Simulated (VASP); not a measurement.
# TaN in VASP: a series of runs

TaN is run at these levels: PBEsol; tasks: electric field gradients.

All numbers are computed with VASP 6.6.1; they aren't measurements. Logs are shortened: lines on timing, memory, paths and dates and some standing lists are left out, and cuts for length are marked.

### Step 1. The cell of the first run

The structure is hexagonal, space group P6_3mc (No. 186). Conventional cell: a = 3.050 Å, b = 3.050 Å, c = 5.088 Å, α = 90.00°, β = 90.00°, γ = 120.00°. Within 2.5 Å of Ta (site symmetry 3m) lie 4 N at 1.86 to 1.96 Å. N (site symmetry 3m) has 4 Ta at 1.86 to 1.96 Å within 2.5 Å.

### Step 2. Electric field gradients, PBEsol (zz strain of +3 %)

File INCAR:

```
  ALGO = Normal
  EDIFF = 1E-8
  ENCUT = 520
  GGA = PS
  GGA_COMPAT = F
  ISIF = 2
  ISMEAR = -1
  LASPH = T
  LCHARG = F
  LEFG = T
  LREAL = F
  LWAVE = F
  NBANDS = 24
  NELM = 120
  PREC = Accurate
  SIGMA = 0.01
```

File KPOINTS:

```
k-points
0
Gamma
  9 9 5
```

File POSCAR:

```
TaN
1.0
    3.0500010905      0.0000000000      0.0000000000
   -1.5250005453      2.6413784260      0.0000000000
    0.0000000000      0.0000000000      5.0882000000
Ta N
2 2
Direct
    0.3333333333      0.6666666667      0.0000000000
    0.6666666667      0.3333333333      0.5000000000
    0.3333333333      0.6666666667      0.3850000000
    0.6666666667      0.3333333333      0.8850000000
```

Potentials or basis: VASP PAW PBE potentials, release 64 (Ta_pv, N).

Run with:

```console
cat potpaw_PBE.64/Ta_pv/POTCAR potpaw_PBE.64/N/POTCAR > POTCAR
mpirun -np 1 vasp_std > vasp.out
```

OUTCAR:

```text
EDIFF = 1E-8
   ENCUT = 520
   GGA = PS
   ISIF = 2
   ISMEAR = -1
   LASPH = T
   LREAL = F
   NELM = 120
   PREC = Accurate

 ion  position               nearest neighbor table
   1  0.333  0.667  0.000-   4 1.86   4 1.86   4 1.86   3 1.96   2 3.09   2 3.09   2 3.09   2 3.09
                             2 3.09   2 3.09
   2  0.667  0.333  0.500-   3 1.86   3 1.86   3 1.86   4 1.96   1 3.09   1 3.09   1 3.09   1 3.09
                             1 3.09   1 3.09
   3  0.333  0.667  0.385-   2 1.86   2 1.86   2 1.86   1 1.96
   4  0.667  0.333  0.885-   1 1.86   1 1.86   1 1.86   2 1.96

  LATTYP: Found a hexagonal cell.
 ALAT       =     3.0500010905
 C/A-ratio  =     1.6682616986

  Lattice vectors:

 A1 = (   3.0500010905,   0.0000000000,   0.0000000000)
 A2 = (  -1.5250005453,   2.6413784260,   0.0000000000)
 A3 = (   0.0000000000,   0.0000000000,   5.0882000000)

Analysis of symmetry for initial positions (statically):
=====================================================================
 Subroutine PRICEL returns:
 Original cell was already a primitive cell.

 Routine SETGRP: Setting up the symmetry group for a
 hexagonal supercell.

 Subroutine GETGRP returns: Found 12 space group operations
 (whereof  6 operations were pure point group operations)
 out of a pool of 24 trial point group operations.

The static configuration has the point symmetry C_3v.
 The point group associated with its full space group is C_6v.

Analysis of symmetry for dynamics (positions and initial velocities):
=====================================================================
 Subroutine PRICEL returns:
 Original cell was already a primitive cell.

 Routine SETGRP: Setting up the symmetry group for a
 hexagonal supercell.

 Subroutine GETGRP returns: Found 12 space group operations
 (whereof  6 operations were pure point group operations)
 out of a pool of 24 trial point group operations.

The dynamic configuration has the point symmetry C_3v.
 The point group associated with its full space group is C_6v.

 Subroutine INISYM returns: Found 12 space group operations
 (whereof  6 operations are pure point group operations),
 and found     1 'primitive' translations

----------------------------------------------------------------------------------------

                                     Primitive cell

  volume of cell :      40.9916

  direct lattice vectors                    reciprocal lattice vectors
     3.050001090  0.000000000  0.000000000     0.327868735  0.189295103  0.000000000
    -1.525000545  2.641378426  0.000000000     0.000000000  0.378590205  0.000000000
     0.000000000  0.000000000  5.088200000     0.000000000  0.000000000  0.196533155

  length of vectors
     3.050001090  3.050001091  5.088200000     0.378590205  0.378590205  0.196533155

  position of ions in fractional coordinates (direct lattice)
     0.333333333  0.666666667  0.000000000
     0.666666667  0.333333333  0.500000000
     0.333333333  0.666666667  0.385000000
     0.666666667  0.333333333  0.885000000

  ion indices of the primitive-cell ions
   primitive index   ion index
                 1           1
                 2           2
                 3           3
                 4           4

----------------------------------------------------------------------------------------

 KPOINTS: k-points

Automatic generation of k-mesh.
 Grid dimensions read from file:
 generate k-points for:    9    9    5

 Generating k-lattice:

  Cartesian coordinates                     Fractional coordinates (reciprocal lattice)
     0.036429859  0.021032789  0.000000000     0.111111111  0.000000000  0.000000000
     0.000000000  0.042065578  0.000000000     0.000000000  0.111111111  0.000000000
     0.000000000  0.000000000  0.039306631     0.000000000  0.000000000  0.200000000

  Length of vectors
     0.042065578  0.042065578  0.039306631

[... 42 lines left out ...]
   NGXF,Y,Z  is equivalent  to a cutoff of  26.16, 26.16, 26.14 a.u.
 SYSTEM =  unknown system
   PREC   = accura    normal or accurate (medium, high low for compatibility)
   ISTART =      0    job   : 0-new  1-cont  2-samecut
   ICHARG =      2    charge: 1-file 2-atom 10-const
   ISPIN  =      1    spin polarized calculation?
   LNONCOLLINEAR =      F non collinear calculations
   LSORBIT =      F    spin-orbit coupling
   LASPH  =      T    aspherical Exc in radial PAW
   ENCUT  =  520.0 eV  38.22 Ry    6.18 a.u.   5.67  5.67  9.46*2*pi/ulx,y,z
   NELM   =    120;   NELMIN=  2; NELMDL= -5     # of ELM steps
   EDIFF  = 0.1E-07   stopping-criterion for ELM
   LREAL  =      F    real-space projection
   EDIFFG = 0.1E-06   stopping-criterion for IOM
   NSW    =      0    number of steps for IOM
   IBRION =     -1    ionic relax: 0-MD 1-quasi-New 2-CG
   NFREE  =      0    steps in history (QN), initial steepest desc. (CG)
   ISIF   =      2    stress and relaxation
   ISYM   =      2    0-nonsym 1-usesym 2-fastsym
   POTIM  = 0.5000    time-step for ionic-motion
   TEBEG  =    0.0;   TEEND  =   0.0 temperature during run
   PSTRESS=    0.0 pullay stress
   NELECT =      32.0000    total number of electrons
   NUPDOWN=      -1.0000    fix difference up-down
   EMIN   =  10.00;   EMAX   =-10.00  energy-range for DOS
   EFERMI =   0.00;   METHOD = LEGACY
   ISMEAR =    -1;   SIGMA  =   0.01  broadening in eV -4-tet -1-fermi 0-gaus
   EFERMI_NEDOS =   21; number of points for ismear=-14 and -15
   IALGO  =     38    algorithm
   IMIX   =      4    mixing-type and parameters
     AMIX     =   0.40;   BMIX     =  1.00
     AMIX_MAG =   1.60;   BMIX_MAG =  1.00
  volume/ion in A,a.u.               =      10.25        69.16
  Fermi-wavevector in a.u.,A,eV,Ry     =   1.507393  2.848560 30.915625  2.272234
  Thomas-Fermi vector in A             =   2.617985
   LORBIT       =      0    0 simple, 1 ext, 2 COOP (PROOUT), +10 PAW based schemes
   GGA     = PS    functional components
   LHFCALC =     F    Hartree Fock is set to
   AEXX    =    0.0000 exact exchange contribution
   IVDW    =     0    specifies the selected vdW correction
   LEPSILON=     F    determine dielectric tensor
   LRPA    =     F    only Hartree local field effects (RPA)
 non-spin polarized calculation
  energy-cutoff  :      520.00
  volume of cell :       40.99
 maximum number of plane-waves:      1117
 NGX is ok and might be reduce to    24
   NGX = 11   NGY = 11   NGZ = 19

 number of electron      32.0000003 magnetization

 Free energy of the ion-electron system (eV)
  ---------------------------------------------------
  ext. energy  EPLUGINS =         0.00000000
  ---------------------------------------------------
  free energy    TOTEN  =       -41.55619896 eV

  energy without entropy =      -41.55541684  energy(sigma->0) =      -41.55580790

 E-fermi :   9.2717     XC(G=0): -13.5336

 val. band max:        9.2560623262   @ k =   0.3333  -0.0000   0.2000
 cond. band min:       9.2763148881   @ k =   0.3333  -0.0000   0.4000
 fundamental gap:      0.0202525618
 Fermi energy:         9.2716763126

 k-point     1 :       0.0000    0.0000    0.0000
  band No.  band energies     occupation
      1     -26.6448      2.00000
      2     -25.7079      2.00000
      3     -25.7079      2.00000
      4     -25.5592      2.00000
      5     -25.5592      2.00000
      6     -25.4948      2.00000
[... 637 lines left out ...]
     23      16.8308      0.00000
     24      16.8308      0.00000

 [... further k-points ...]

------------------------ aborting loop because EDIFF is reached ----------------------------------------

  FORCE on cell =-STRESS in cart. coord.  units (eV):
  Direction    XX          YY          ZZ          XY          YZ          ZX
  --------------------------------------------------------------------------------------
  -------------------------------------------------------------------------------------
  Total       31.4891422     31.4891422     22.3551289     -0.0000000      0.0000000      0.0000000
  in kB     1230.7691974   1230.7691974    873.7616243     -0.0000000      0.0000000      0.0000000
  external PRESSURE =    1111.7666730 kB  Pullay stress =       0.0000000 kB

 VOLUME and BASIS-vectors are now :
 -----------------------------------------------------------------------------
  energy-cutoff  :      520.00
  volume of cell :       40.99
      direct lattice vectors                 reciprocal lattice vectors
     3.050001090  0.000000000  0.000000000     0.327868735  0.189295103  0.000000000
    -1.525000545  2.641378426  0.000000000     0.000000000  0.378590205  0.000000000
     0.000000000  0.000000000  5.088200000     0.000000000  0.000000000  0.196533155

 POSITION                                       TOTAL-FORCE (eV/Angst)
 -----------------------------------------------------------------------------------
     -0.00000      1.76092      0.00000         0.000000     -0.000000      3.630997
      1.52500      0.88046      2.54410        -0.000000      0.000000      3.630997
     -0.00000      1.76092      1.95896        -0.000000      0.000000     -3.630997
      1.52500      0.88046      4.50306         0.000000      0.000000     -3.630997
 -----------------------------------------------------------------------------------
    total drift:                                0.000000      0.000000     -0.000206

  FREE ENERGIE OF THE ION-ELECTRON SYSTEM (eV)
  ---------------------------------------------------
  free  energy   TOTEN  =       -41.5561989559 eV

  energy  without entropy=      -41.5554168405  energy(sigma->0) =      -41.55580790

 Electric field gradients (V/A^2)
---------------------------------------------------------------------
 ion       V_xx      V_yy      V_zz      V_xy      V_xz      V_yz
---------------------------------------------------------------------
   1     -77.372   -77.373   154.745    -0.000     0.000    -0.000
   2     -77.372   -77.373   154.745    -0.000    -0.000     0.000
   3      -5.281    -5.280    10.561     0.001     0.000    -0.000
   4      -5.281    -5.280    10.561     0.001    -0.000     0.000
---------------------------------------------------------------------

 Electric field gradients after diagonalization (V/A^2)
 (convention: |V_zz| > |V_xx| > |V_yy|)
----------------------------------------------------------------------
 ion       V_xx      V_yy      V_zz     asymmetry (V_yy - V_xx)/ V_zz
----------------------------------------------------------------------
   1     -77.373   -77.372   154.745       0.000
   2     -77.373   -77.372   154.745       0.000
   3      -5.281    -5.280    10.561       0.000
   4      -5.281    -5.280    10.561       0.000
----------------------------------------------------------------------

           NMR quadrupolar parameters

 Cq : quadrupolar parameter    Cq=e*Q*V_zz/h
 eta: asymmetry parameters     (V_yy - V_xx)/ V_zz
 Q  : nuclear electric quadrupole moment in mb (millibarn)
----------------------------------------------------------------------
 ion       Cq(MHz)       eta       Q (mb)
----------------------------------------------------------------------
   1       0.374       0.000       1.000
   2       0.374       0.000       1.000
   3       0.026       0.000       1.000
   4       0.026       0.000       1.000
----------------------------------------------------------------------
```

Run time: 13 s. Hardware: 1 thread of Intel Xeon 6975P-C (Granite Rapids), shared host; peak memory 0.17 GiB.

Results:

| Property | Result |
| --- | --- |
| Free energy | -41.5562 eV |
| Pressure | 111.2 GPa |
| Largest force | 3.631 eV/Å |
| Band gap on the k mesh | zero (band 16 reaches 9.87 eV, above the bottom of band 17 at 7.64 eV) |

Forces on the atoms (eV/Å):
```
Ta   0.000  0.000  3.631
Ta   0.000  0.000  3.631
N    0.000  0.000 -3.631
N    0.000  0.000 -3.631
```

Stress tensor (GPa, compression positive):
```
123.08   0.00   0.00
  0.00 123.08   0.00
  0.00   0.00  87.38
```

Levels at points of the mesh, in eV from the Fermi level:
| k point | band 13 | band 14 | band 15 | band 16 | band 17 | band 18 | band 19 | band 20 |
| --- | --- | --- | --- | --- | --- | --- | --- | --- |
| (0.00, 0.00, 0.00) | -7.76 | -7.73 | -0.62 | -0.62 | -0.40 | 2.25 | 2.58 | 2.58 |

Electric field gradients, principal values (V/Å²):
```
atom    least   middle  greatest (by size)
1 Ta  -77.372  -77.373             154.745
2 Ta  -77.372  -77.373             154.745
 3 N   -5.280   -5.281              10.561
 4 N   -5.280   -5.281              10.561
```

Caveat: the cell differs from its parent crystal (zz strain of +3 %); without QUAD_EFG the Cq values of the log hold for a quadrupole moment of 1 mb, not for the nuclei; the PAW data sets were made with another functional, which shifts forces and pressure a little; spin-orbit coupling is left out, which moves the levels of the heavy elements.

### Step 3. Electric field gradients, PBEsol

This run uses another cell than the first one, of 9.95 Å³/atom, 0.971 times its volume.

File INCAR:

```
SYSTEM = TaN
PREC = Accurate
ENCUT = 520
EDIFF = 1E-8
ISMEAR = -1
SIGMA = 0.01
LREAL = .FALSE.
LASPH = .TRUE.
NELM = 120
ALGO = Normal
ISIF = 2
LWAVE = .FALSE.
LCHARG = .FALSE.
GGA = PS
LEFG = .TRUE.
NBANDS = 24
GGA_COMPAT = .FALSE.
```

File KPOINTS:

```
Automatic mesh
0
G
  9 9 5
  0 0 0
```

POSCAR, as its differences from that of step 2:

```diff
@@ -4,3 +4,3 @@
    -1.5250005453      2.6413784260      0.0000000000
-    0.0000000000      0.0000000000      5.0882000000
+    0.0000000000      0.0000000000      4.9400000000
 Ta N
```

Potentials or basis: VASP PAW PBE potentials, release 64 (Ta_pv, N).

Run with:

```console
cat potpaw_PBE.64/Ta_pv/POTCAR potpaw_PBE.64/N/POTCAR > POTCAR
mpirun -np 1 vasp_std > vasp.out
```

OUTCAR:

```text
SYSTEM = TaN
   PREC = Accurate
   ENCUT = 520
   EDIFF = 1E-8
   ISMEAR = -1
   LREAL = .FALSE.
   LASPH = .TRUE.
   NELM = 120
   ISIF = 2
   GGA = PS

 ion  position               nearest neighbor table
   1  0.333  0.667  0.000-   4 1.85   4 1.85   4 1.85   3 1.90   2 3.03   2 3.03   2 3.03   2 3.03
                             2 3.03   2 3.03
   2  0.667  0.333  0.500-   3 1.85   3 1.85   3 1.85   4 1.90   1 3.03   1 3.03   1 3.03   1 3.03
                             1 3.03   1 3.03
   3  0.333  0.667  0.385-   2 1.85   2 1.85   2 1.85   1 1.90
   4  0.667  0.333  0.885-   1 1.85   1 1.85   1 1.85   2 1.90

  LATTYP: Found a hexagonal cell.
 ALAT       =     3.0500010905
 C/A-ratio  =     1.6196715520
[... 881 lines left out ...]
---------------------------------------------------------------------
   1     -61.042   -61.042   122.084    -0.000    -0.000     0.000
   2     -61.042   -61.042   122.084    -0.000     0.000    -0.000
   3      -5.383    -5.382    10.765     0.001     0.000    -0.000
   4      -5.383    -5.382    10.765     0.001    -0.000     0.000
---------------------------------------------------------------------

 Electric field gradients after diagonalization (V/A^2)
 (convention: |V_zz| > |V_xx| > |V_yy|)
----------------------------------------------------------------------
 ion       V_xx      V_yy      V_zz     asymmetry (V_yy - V_xx)/ V_zz
----------------------------------------------------------------------
   1     -61.043   -61.042   122.084       0.000
   2     -61.043   -61.042   122.084       0.000
   3      -5.383    -5.382    10.765       0.000
   4      -5.383    -5.382    10.765       0.000
----------------------------------------------------------------------

           NMR quadrupolar parameters

 Cq : quadrupolar parameter    Cq=e*Q*V_zz/h
 eta: asymmetry parameters     (V_yy - V_xx)/ V_zz
 Q  : nuclear electric quadrupole moment in mb (millibarn)
----------------------------------------------------------------------
 ion       Cq(MHz)       eta       Q (mb)
----------------------------------------------------------------------
   1       0.295       0.000       1.000
   2       0.295       0.000       1.000
   3       0.026       0.000       1.000
   4       0.026       0.000       1.000
----------------------------------------------------------------------
```

OSZICAR:

```text
N       E                     dE             d eps       ncg     rms          rms(c)
DAV:   1     0.286585394550E+03    0.28659E+03   -0.17753E+04  1728   0.144E+03
DAV:   2    -0.335142595740E+02   -0.32010E+03   -0.30570E+03  2104   0.426E+02
DAV:   3    -0.474402456434E+02   -0.13926E+02   -0.13801E+02  2168   0.891E+01
DAV:   4    -0.475598987671E+02   -0.11965E+00   -0.11961E+00  1952   0.885E+00
DAV:   5    -0.475610562079E+02   -0.11574E-02   -0.11573E-02  2184   0.763E-01    0.600E+01
DAV:   6    -0.409499331500E+02    0.66111E+01   -0.22009E+01  2016   0.366E+01    0.258E+01
DAV:   7    -0.408579431740E+02    0.91990E-01   -0.87006E-01  1824   0.748E+00    0.134E+01
DAV:   8    -0.408173655239E+02    0.40578E-01   -0.48152E-02  2120   0.155E+00    0.142E+00
DAV:   9    -0.408139295868E+02    0.34359E-02   -0.93173E-03  2024   0.691E-01    0.143E-01
DAV:  10    -0.408139814094E+02   -0.51823E-04   -0.42045E-04  2048   0.174E-01    0.496E-02
DAV:  11    -0.408139722262E+02    0.91832E-05   -0.25230E-05  2072   0.397E-02    0.112E-02
DAV:  12    -0.408139718173E+02    0.40885E-06   -0.17707E-06  2040   0.126E-02    0.347E-03
DAV:  13    -0.408139715100E+02    0.30729E-06   -0.17215E-07  2056   0.311E-03    0.231E-03
DAV:  14    -0.408139714991E+02    0.10899E-07   -0.11303E-08  1168   0.101E-03    0.618E-04
DAV:  15    -0.408139714781E+02    0.21065E-07   -0.56147E-09  1072   0.557E-04    0.194E-04
DAV:  16    -0.408139714800E+02   -0.19481E-08   -0.86561E-10  1032   0.264E-04
   1 F= -.40813971E+02 E0= -.40813359E+02  d E =-.122557E-02
```

stdout:

```text
POSCAR found type information on POSCAR TaN
 POSCAR found :  2 types and       4 ions
 scaLAPACK will be used
 -----------------------------------------------------------------------------
|                                                                             |
|                                                                             |
|     You enforced a specific xc type in the INCAR file but a different       |
|     I HOPE YOU KNOW WHAT YOU ARE DOING!                                     |
|                                                                             |
 -----------------------------------------------------------------------------

 LDA part: xc-table for (Slater+PW92), standard interpolation
 POSCAR, INCAR and KPOINTS ok, starting setup
 FFT: planning ... GRIDC
 FFT: planning ... GRID_SOFT
 FFT: planning ... GRID
 WAVECAR not read
 entering main loop
ion   1

ion   2

ion   3

ion   4
```

It took 49 s on 1 thread of AMD EPYC 7R43 (Zen 3), shared host; peak memory 0.13 GiB.

What came out:

```
Free energy            : -40.8140 eV
Pressure               : 129.5 GPa
Largest force          : 2.319 eV/Å
Band gap on the k mesh : zero (band 16 reaches 10.14 eV, above the bottom of band 17 at 7.93 eV)
```

Forces in eV/Å, atoms in the order of the input:
```
Ta   0.000  0.000  2.319
Ta   0.000  0.000  2.319
N    0.000  0.000 -2.319
N    0.000  0.000 -2.319
```

Electric field gradients, principal values (V/Å²):
```
atom    least   middle  greatest (by size)
1 Ta  -61.042  -61.043             122.084
2 Ta  -61.042  -61.043             122.084
 3 N   -5.382   -5.383              10.765
 4 N   -5.382   -5.383              10.765
```

Caveat: without QUAD_EFG the Cq values of the log hold for a quadrupole moment of 1 mb, not for the nuclei; the PAW data sets were made with another functional, which shifts forces and pressure a little; spin-orbit coupling is left out, which moves the levels of the heavy elements.

(Part 1 of 2 ends here.)
